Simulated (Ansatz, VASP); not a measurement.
## One calculation of ScB2, two programs

```
Sc B
1.0
     3.21300    0.00000    0.00000
    -1.60650    2.78254    0.00000
     0.00000    0.00000    3.52000
Sc B
1 2
Cartesian
  0.0000 0.0000 0.0000
  0.0000 1.8550 1.7600
  1.6065 0.9275 1.7600
```

Change from the starting cell: equal xx and yy strain of +2 %.

Alike in both runs: task single point; functional PBEsol; k mesh 12 × 12 × 9; occupations fermi-dirac, width 0.03 eV; no spin polarisation.

|  | VASP | Ansatz |
| --- | --- | --- |
| version | VASP 6.6.1 | Ansatz 0.2.0 |
| potentials or method | VASP PAW PBE potentials, release 64 (Sc_sv, B), cutoff 520 eV | all-electron LAPW, scalar-relativistic |

VASP gave:

| Property | Result |
| --- | --- |
| pressure (GPa) | -11.6 |
| traceless stress, the component that is largest in VASP (GPa) | 5.24 |

Problem. What did Ansatz give for the same quantities?

Solution. Pressure (GPa): -12.0; traceless stress, the component that is largest in VASP (GPa): 5.22.

VASP's potentials were made for PBE, not for PBEsol. Ansatz ran all-electron here, and VASP with PAW potentials.
